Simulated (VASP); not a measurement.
# CdTe (I-4m2) in VASP: notebook

The runs below take CdTe through single point, with PBE.

Everything below comes from runs of VASP 6.6.1. Logs are shortened: lines on timing, memory, paths and dates and some standing lists are left out, and cuts for length are marked.

## (1) The cell of the first run

The structure is tetragonal, space group I-4m2 (No. 119). Conventional cell: a = 5.009 Å, b = 5.009 Å, c = 6.468 Å, α = 90.00°, β = 90.00°, γ = 90.00°. Within 3.9 Å of Cd (site symmetry -4m2) lie 4 Te at 2.98 Å. Within 3.9 Å of Te (site symmetry -4m2) lie 4 Cd at 2.98 Å.

## (2) Single point, PBE (40.57 Å³/atom)

INCAR reads:

```
SYSTEM = CdTe
ALGO = Normal
EDIFF = 1E-6
ENCUT = 500
GGA = PE
GGA_COMPAT = .False.
ISIF = 2
ISMEAR = 0
LASPH = .True.
LCHARG = .True.
LELF = .True.
LREAL = .False.
LVHAR = .True.
LWAVE = .False.
NBANDS = 16
NELM = 120
PREC = Accurate
SIGMA = 0.05
```

KPOINTS reads:

```
k-points
0
Gamma
  10 10 10
  0 0 0
```

POSCAR reads:

```
CdTe
1.0
    0.0000000000      3.2337644637      3.5419106941
    3.5419106941      0.0000000000      3.5419106941
    3.5419106941      3.2337644637      0.0000000000
Cd Te
1 1
Direct
    0.0000000000      0.0000000000      0.0000000000
    0.7500000000      0.7500000000      0.7500000000
```

Potentials or basis: VASP PAW PBE potentials, release 64 (Cd, Te).

Launch:

```bash
cat potpaw_PBE.64/Cd/POTCAR potpaw_PBE.64/Te/POTCAR > POTCAR
mpirun -np 1 vasp_std > vasp.out
```

OUTCAR:

```text
SYSTEM = CdTe
   EDIFF = 1E-6
   ENCUT = 500
   GGA = PE
   ISIF = 2
   ISMEAR = 0
   LASPH = .True.
   LREAL = .False.
   NELM = 120
   PREC = Accurate

 ion  position               nearest neighbor table
   1  0.000  0.000  0.000-   2 2.98   2 2.98   2 2.98   2 2.98
   2  0.750  0.750  0.750-   1 2.98   1 2.98   1 2.98   1 2.98

  LATTYP: Found a body centered tetragonal cell.
 ALAT       =     5.0090181403
 C/A-ratio  =     1.2911769824

  Lattice vectors:

 A1 = (   0.0000000000,  -3.2337644637,   3.5419106941)
 A2 = (   0.0000000000,  -3.2337644637,  -3.5419106941)
 A3 = (   3.5419106941,   3.2337644637,   0.0000000000)

Analysis of symmetry for initial positions (statically):
=====================================================================
 Subroutine PRICEL returns:
 Original cell was already a primitive cell.

 Routine SETGRP: Setting up the symmetry group for a
 body centered tetragonal supercell.

 Subroutine GETGRP returns: Found  8 space group operations
 (whereof  8 operations were pure point group operations)
 out of a pool of 16 trial point group operations.

The static configuration has the point symmetry D_2d.

Analysis of symmetry for dynamics (positions and initial velocities):
=====================================================================
 Subroutine PRICEL returns:
 Original cell was already a primitive cell.

 Routine SETGRP: Setting up the symmetry group for a
 body centered tetragonal supercell.

 Subroutine GETGRP returns: Found  8 space group operations
 (whereof  8 operations were pure point group operations)
 out of a pool of 16 trial point group operations.

The dynamic configuration has the point symmetry D_2d.

 Subroutine INISYM returns: Found  8 space group operations
 (whereof  8 operations are pure point group operations),
 and found     1 'primitive' translations

----------------------------------------------------------------------------------------

                                     Primitive cell

  volume of cell :      81.1360

  direct lattice vectors                    reciprocal lattice vectors
     0.000000000  3.233764464  3.541910694    -0.141166744  0.154618559  0.141166744
     3.541910694  0.000000000  3.541910694     0.141166744 -0.154618559  0.141166744
     3.541910694  3.233764464  0.000000000     0.141166744  0.154618559 -0.141166744

  length of vectors
     4.796077978  5.009018140  4.796077978     0.252513362  0.252513362  0.252513362

  position of ions in fractional coordinates (direct lattice)
     0.000000000  0.000000000  0.000000000
     0.750000000  0.750000000  0.750000000

  ion indices of the primitive-cell ions
   primitive index   ion index
                 1           1
                 2           2

----------------------------------------------------------------------------------------

 KPOINTS: k-points

Automatic generation of k-mesh.
 Grid dimensions read from file:
 generate k-points for:   10   10   10

 Generating k-lattice:

  Cartesian coordinates                     Fractional coordinates (reciprocal lattice)
    -0.014116674  0.015461856  0.014116674     0.100000000  0.000000000  0.000000000
     0.014116674 -0.015461856  0.014116674     0.000000000  0.100000000  0.000000000
     0.014116674  0.015461856 -0.014116674     0.000000000  0.000000000  0.100000000

  Length of vectors
     0.025251336  0.025251336  0.025251336

  Shift w.r.t. Gamma in fractional coordinates (k-lattice)
     0.000000000  0.000000000  0.000000000

 Subroutine IBZKPT returns following result:
 ===========================================

 Found    102 irreducible k-points:

 Following reciprocal coordinates:
            Coordinates               Weight
  0.000000  0.000000  0.000000      1.000000
  0.100000  0.000000 -0.000000      8.000000
  0.200000  0.000000 -0.000000      8.000000
  0.300000  0.000000  0.000000      8.000000
  0.400000  0.000000 -0.000000      8.000000
  0.500000  0.000000  0.000000      4.000000
[... 16 lines left out ...]
  0.300000  0.300000  0.000000      4.000000
  0.400000  0.300000 -0.000000     16.000000
 [... further k-points ...]
   k-points           NKPTS =    102   k-points in BZ     NKDIM =    102   number of bands    NBANDS=     16
   number of dos      NEDOS =    301   number of ions     NIONS =      2
   total plane-waves  NPLWV =  51840
   dimension x,y,z NGX =    36 NGY =   40 NGZ =   36
   dimension x,y,z NGXF=    72 NGYF=   80 NGZF=   72
   ions per type =               1   1
   NGX,Y,Z   is equivalent  to a cutoff of  12.48, 13.28, 12.48 a.u.
   NGXF,Y,Z  is equivalent  to a cutoff of  24.96, 26.55, 24.96 a.u.
 SYSTEM =  CdTe
   PREC   = accura    normal or accurate (medium, high low for compatibility)
   ISTART =      0    job   : 0-new  1-cont  2-samecut
   ICHARG =      2    charge: 1-file 2-atom 10-const
   ISPIN  =      1    spin polarized calculation?
   LNONCOLLINEAR =      F non collinear calculations
   LSORBIT =      F    spin-orbit coupling
   LASPH  =      T    aspherical Exc in radial PAW
   ENCUT  =  500.0 eV  36.75 Ry    6.06 a.u.   8.74  9.13  8.74*2*pi/ulx,y,z
   NELM   =    120;   NELMIN=  2; NELMDL= -5     # of ELM steps
   EDIFF  = 0.1E-05   stopping-criterion for ELM
   LREAL  =      F    real-space projection
   EDIFFG = 0.1E-04   stopping-criterion for IOM
   NSW    =      0    number of steps for IOM
   IBRION =     -1    ionic relax: 0-MD 1-quasi-New 2-CG
   NFREE  =      0    steps in history (QN), initial steepest desc. (CG)
   ISIF   =      2    stress and relaxation
   ISYM   =      2    0-nonsym 1-usesym 2-fastsym
   POTIM  = 0.5000    time-step for ionic-motion
   TEBEG  =    0.0;   TEEND  =   0.0 temperature during run
   PSTRESS=    0.0 pullay stress
   NELECT =      18.0000    total number of electrons
   NUPDOWN=      -1.0000    fix difference up-down
   EMIN   =  10.00;   EMAX   =-10.00  energy-range for DOS
   EFERMI =   0.00;   METHOD = LEGACY
   ISMEAR =     0;   SIGMA  =   0.05  broadening in eV -4-tet -1-fermi 0-gaus
   EFERMI_NEDOS =   21; number of points for ismear=-14 and -15
   IALGO  =     38    algorithm
   IMIX   =      4    mixing-type and parameters
     AMIX     =   0.40;   BMIX     =  1.00
     AMIX_MAG =   1.60;   BMIX_MAG =  1.00
  volume/ion in A,a.u.               =      40.57       273.77
  Fermi-wavevector in a.u.,A,eV,Ry     =   0.991047  1.872808 13.363304  0.982175
  Thomas-Fermi vector in A             =   2.122761
   LORBIT       =      0    0 simple, 1 ext, 2 COOP (PROOUT), +10 PAW based schemes
   GGA     = PE    functional components
   LHFCALC =     F    Hartree Fock is set to
   AEXX    =    0.0000 exact exchange contribution
   IVDW    =     0    specifies the selected vdW correction
   LEPSILON=     F    determine dielectric tensor
   LRPA    =     F    only Hartree local field effects (RPA)
 non-spin polarized calculation
 Gauss-broadening in eV      SIGMA  =   0.05
  energy-cutoff  :      500.00
  volume of cell :       81.14
 maximum number of plane-waves:      2088
   NGX = 17   NGY = 19   NGZ = 17

 number of electron      18.0000002 magnetization

 Free energy of the ion-electron system (eV)
  ---------------------------------------------------
  ext. energy  EPLUGINS =         0.00000000
  ---------------------------------------------------
  free energy    TOTEN  =        -4.70294656 eV

  energy without entropy =       -4.70292566  energy(sigma->0) =       -4.70293611

 E-fermi :   1.1028     XC(G=0):  -7.8386

 val. band max:        1.0529874201   @ k =   0.0000   0.0000   0.0000
 cond. band min:       1.1526598987   @ k =   0.0000   0.0000   0.0000
 fundamental gap:      0.0996724786
 Fermi energy:         1.1028247248

 k-point     1 :       0.0000    0.0000    0.0000
  band No.  band energies     occupation
      1      -9.3964      2.00000
      2      -6.9201      2.00000
      3      -6.9201      2.00000
      4      -6.9023      2.00000
      5      -6.7657      2.00000
      6      -6.7650      2.00000
[... 8 lines left out ...]
     15       9.4230      0.00000
     16      10.2870      0.00000

 k-point     2 :       0.1000    0.0000   -0.0000
  band No.  band energies     occupation
      1      -9.3717      2.00000
      2      -6.9161      2.00000
      3      -6.9085      2.00000
      4      -6.8882      2.00000
      5      -6.7660      2.00000
      6      -6.7647      2.00000
[... 8 lines left out ...]
     15       9.1255      0.00000
     16       9.7044      0.00000

 k-point     3 :       0.2000    0.0000   -0.0000
  band No.  band energies     occupation
      1      -9.3069      2.00000
      2      -6.9061      2.00000
      3      -6.8948      2.00000
      4      -6.8270      2.00000
      5      -6.7641      2.00000
      6      -6.7630      2.00000
[... 8 lines left out ...]
     15       8.9732      0.00000
     16       9.6834      0.00000

 k-point     4 :       0.3000    0.0000    0.0000
  band No.  band energies     occupation
      1      -9.2274      2.00000
      2      -6.8954      2.00000
      3      -6.8825      2.00000
      4      -6.7761      2.00000
      5      -6.7589      2.00000
      6      -6.7069      2.00000
[... 8 lines left out ...]
     15       9.3618      0.00000
     16       9.6930      0.00000

 k-point     5 :       0.4000    0.0000   -0.0000
  band No.  band energies     occupation
      1      -9.1642      2.00000
      2      -6.8884      2.00000
      3      -6.8738      2.00000
      4      -6.7719      2.00000
      5      -6.7538      2.00000
      6      -6.5933      2.00000
[... 8 lines left out ...]
     15      10.0841      0.00000
     16      10.2313      0.00000

 k-point     6 :       0.5000    0.0000    0.0000
  band No.  band energies     occupation
      1      -9.1404      2.00000
      2      -6.8861      2.00000
      3      -6.8709      2.00000
      4      -6.7708      2.00000
      5      -6.7514      2.00000
      6      -6.5398      2.00000
[... 8 lines left out ...]
     15      10.4242      0.00000
     16      11.0413      0.00000

 k-point     7 :       0.1000    0.1000    0.0000
  band No.  band energies     occupation
      1      -9.3648      2.00000
      2      -6.9120      2.00000
      3      -6.8964      2.00000
      4      -6.8948      2.00000
      5      -6.7685      2.00000
      6      -6.7633      2.00000
[... 8 lines left out ...]
     15       8.7240      0.00000
     16      10.0256      0.00000

 k-point     8 :       0.2000    0.1000   -0.0000
  band No.  band energies     occupation
      1      -9.3144      2.00000
      2      -6.9036      2.00000
      3      -6.8887      2.00000
      4      -6.8439      2.00000
      5      -6.7709      2.00000
      6      -6.7602      2.00000
[... 8 lines left out ...]
     15       9.3459      0.00000
     16       9.9024      0.00000

 k-point     9 :       0.3000    0.1000    0.0000
  band No.  band energies     occupation
      1      -9.2403      2.00000
      2      -6.8941      2.00000
      3      -6.8777      2.00000
      4      -6.7735      2.00000
      5      -6.7700      2.00000
      6      -6.7320      2.00000
[... 8 lines left out ...]
     15       9.5027      0.00000
     16      10.2314      0.00000
[... 172 lines left out ...]
 k-point    19 :       0.5000    0.2000   -0.0000
  band No.  band energies     occupation
      1      -9.1169      2.00000
      2      -6.8725      2.00000
      3      -6.8521      2.00000
      4      -6.7755      2.00000
      5      -6.7597      2.00000
      6      -6.5225      2.00000
[... 8 lines left out ...]
     15      10.5798      0.00000
     16      10.7806      0.00000

 k-point    20 :      -0.4000    0.2000    0.0000
  band No.  band energies     occupation
      1      -9.1102      2.00000
      2      -6.8733      2.00000
      3      -6.8550      2.00000
      4      -6.7752      2.00000
      5      -6.7584      2.00000
      6      -6.4974      2.00000
[... 8 lines left out ...]
     15       9.9796      0.00000
     16      10.6907      0.00000

 k-point    21 :      -0.3000    0.2000    0.0000
  band No.  band energies     occupation
      1      -9.1411      2.00000
      2      -6.8776      2.00000
      3      -6.8634      2.00000
      4      -6.7787      2.00000
      5      -6.7586      2.00000
      6      -6.5620      2.00000
[... 8 lines left out ...]
     15      10.0597      0.00000
     16      11.0085      0.00000

 k-point    22 :      -0.2000    0.2000    0.0000
  band No.  band energies     occupation
      1      -9.1990      2.00000
      2      -6.8860      2.00000
      3      -6.8757      2.00000
      4      -6.7827      2.00000
      5      -6.7614      2.00000
      6      -6.6640      2.00000
[... 8 lines left out ...]
     15      10.0894      0.00000
     16      10.6077      0.00000

 k-point    23 :       0.3000    0.3000    0.0000
  band No.  band energies     occupation
      1      -9.1804      2.00000
      2      -6.8649      2.00000
      3      -6.8461      2.00000
      4      -6.7952      2.00000
      5      -6.7620      2.00000
      6      -6.6816      2.00000
[... 8 lines left out ...]
     15      10.5448      0.00000
     16      11.6244      0.00000

 k-point    24 :       0.4000    0.3000   -0.0000
  band No.  band energies     occupation
      1      -9.1316      2.00000
      2      -6.8570      2.00000
      3      -6.8367      2.00000
      4      -6.7941      2.00000
      5      -6.7583      2.00000
      6      -6.5979      2.00000
[... 8 lines left out ...]
     15      10.7685      0.00000
     16      11.8101      0.00000

 [... further k-points ...]
[... 5 lines left out ...]
  --------------------------------------------------------------------------------------
  -------------------------------------------------------------------------------------
  Total       -1.7741836     -1.0427039     -1.7741836      0.0000000     -0.0000000      0.0000000
  in kB      -35.0344696    -20.5900787    -35.0344696      0.0000000     -0.0000000      0.0000000
  external PRESSURE =     -30.2196726 kB  Pullay stress =       0.0000000 kB

 VOLUME and BASIS-vectors are now :
 -----------------------------------------------------------------------------
  energy-cutoff  :      500.00
  volume of cell :       81.14
      direct lattice vectors                 reciprocal lattice vectors
     0.000000000  3.233764464  3.541910694    -0.141166744  0.154618559  0.141166744
     3.541910694  0.000000000  3.541910694     0.141166744 -0.154618559  0.141166744
     3.541910694  3.233764464  0.000000000     0.141166744  0.154618559 -0.141166744

 POSITION                                       TOTAL-FORCE (eV/Angst)
 -----------------------------------------------------------------------------------
      0.00000      0.00000      0.00000        -0.000000     -0.000000     -0.000000
      5.31287      4.85065      5.31287         0.000000      0.000000      0.000000
 -----------------------------------------------------------------------------------
    total drift:                                0.000001      0.000001      0.000001

  FREE ENERGIE OF THE ION-ELECTRON SYSTEM (eV)
  ---------------------------------------------------
  free  energy   TOTEN  =        -4.7029465570 eV

  energy  without entropy=       -4.7029256624  energy(sigma->0) =       -4.70293611
```

Run time: 2.1 min. Hardware: 1 thread of AMD EPYC 9R45 (Zen 5), shared host; peak memory 0.26 GiB.

What came out:

- Free energy: -4.7029 eV
- Pressure: -3.0 GPa
- Band gap on the k mesh: 0.10 eV

Levels at points of the mesh, in eV from the valence-band top:
```csv
k point,band 7,band 8,band 9,band 10,band 11,band 12
"(0.00, 0.00, 0.00)",-0.21,-0.21,0.00,0.10,4.54,4.59
"(0.50, 0.00, 0.00)",-3.66,-0.84,-0.52,1.45,4.87,5.33
"(0.50, 0.50, 0.00)",-3.77,-1.39,-1.31,2.67,2.89,7.61
"(0.50, 0.00, 0.50)",-3.42,-1.67,-1.67,2.07,2.67,8.10
```

Caveat: the cell stands under tension; spin-orbit coupling is left out, which moves the levels of the heavy elements.

## (3) Single point, PBE

This run uses another cell than the first one, of 34.05 Å³/atom.

INCAR reads:

```
PREC = Accurate
ENCUT = 500
EDIFF = 1E-6
ISMEAR = 0
SIGMA = 0.05
LREAL = F
LASPH = T
NELM = 120
ALGO = Normal
ISIF = 2
LWAVE = F
LCHARG = F
GGA = PE
ISYM = 0
NBANDS = 16
GGA_COMPAT = F
```

KPOINTS reads:

```
Automatic mesh
0
Gamma
  10 10 10
  0.5 0.5 0.5
```

POSCAR reads:

```
CdTe
1.0
    0.0000000000      3.0503128699      3.3409779517
    3.3409779517      0.0000000000      3.3409779517
    3.3409779517      3.0503128699      0.0000000000
Cd Te
1 1
Direct
    0.0000000000      0.0000000000      0.0000000000
    0.7500000000      0.7500000000      0.7500000000
```

Potentials or basis: VASP PAW PBE potentials, release 64 (Cd, Te).

Launch:

```bash
cat potpaw_PBE.64/Cd/POTCAR potpaw_PBE.64/Te/POTCAR > POTCAR
mpirun -np 1 vasp_std > vasp.out
```

OUTCAR:

```text
PREC = Accurate
   ENCUT = 500
   EDIFF = 1E-6
   ISMEAR = 0
   LREAL = F
   LASPH = T
   NELM = 120
   ISIF = 2
   GGA = PE
   ISYM = 0

 ion  position               nearest neighbor table
   1  0.000  0.000  0.000-   2 2.81   2 2.81   2 2.81   2 2.81
   2  0.750  0.750  0.750-   1 2.81   1 2.81   1 2.81   1 2.81

IMPORTANT INFORMATION: All symmetrisations will be switched off!
NOSYMM: (Re-)initialisation of all symmetry stuff for point group C_1.

----------------------------------------------------------------------------------------
[... 593 lines left out ...]
      6      -5.5896      2.00000
[... 8 lines left out ...]
     15      11.0234      0.00000
     16      11.6295      0.00000

 [... further k-points ...]
[... 5 lines left out ...]
  --------------------------------------------------------------------------------------
  -------------------------------------------------------------------------------------
  Total        0.9251547      1.3731881      0.9251548      0.0000032      0.0000043      0.0000064
  in kB       21.7672392     32.3086639     21.7672414      0.0000747      0.0001005      0.0001501
  external PRESSURE =      25.2810482 kB  Pullay stress =       0.0000000 kB

 VOLUME and BASIS-vectors are now :
 -----------------------------------------------------------------------------
  energy-cutoff  :      500.00
  volume of cell :       68.10
      direct lattice vectors                 reciprocal lattice vectors
     0.000000000  3.050312870  3.340977952    -0.149656779  0.163917612  0.149656779
     3.340977952  0.000000000  3.340977952     0.149656779 -0.163917612  0.149656779
     3.340977952  3.050312870  0.000000000     0.149656779  0.163917612 -0.149656779

 POSITION                                       TOTAL-FORCE (eV/Angst)
 -----------------------------------------------------------------------------------
      0.00000      0.00000      0.00000        -0.000000      0.000000     -0.000000
      5.01147      4.57547      5.01147         0.000000     -0.000000      0.000000
 -----------------------------------------------------------------------------------
    total drift:                               -0.000000     -0.000001     -0.000001

  FREE ENERGIE OF THE ION-ELECTRON SYSTEM (eV)
  ---------------------------------------------------
  free  energy   TOTEN  =        -4.7624093765 eV

  energy  without entropy=       -4.7624093765  energy(sigma->0) =       -4.76240938
```

Wall time 32 min (1 thread of AMD EPYC 9R45 (Zen 5), shared host); peak memory 1.9 GiB.

Results:

| Quantity | Value |
| --- | --- |
| Free energy | -4.7624 eV |
| Pressure | 2.5 GPa |
| Band gap on the k mesh | 0.96 eV |

Stress tensor (GPa, compression positive):
```
2.18 0.00 0.00
0.00 3.23 0.00
0.00 0.00 2.18
```

Levels at points of the mesh, in eV from the valence-band top:
| k point | band 5 | band 6 | band 7 | band 8 | band 9 | band 10 | band 11 | band 12 | band 13 | band 14 |
| --- | --- | --- | --- | --- | --- | --- | --- | --- | --- | --- |
| (0.05, 0.05, 0.05) | -8.10 | -8.09 | -0.45 | -0.20 | 0.00 | 0.96 | 4.50 | 4.61 | 4.64 | 7.55 |

Caveat: spin-orbit coupling is left out, which moves the levels of the heavy elements; a shifted mesh leaves out Γ, where band edges can lie. Expect the measured gap to be larger: semilocal functionals such as PBE lack the derivative discontinuity.
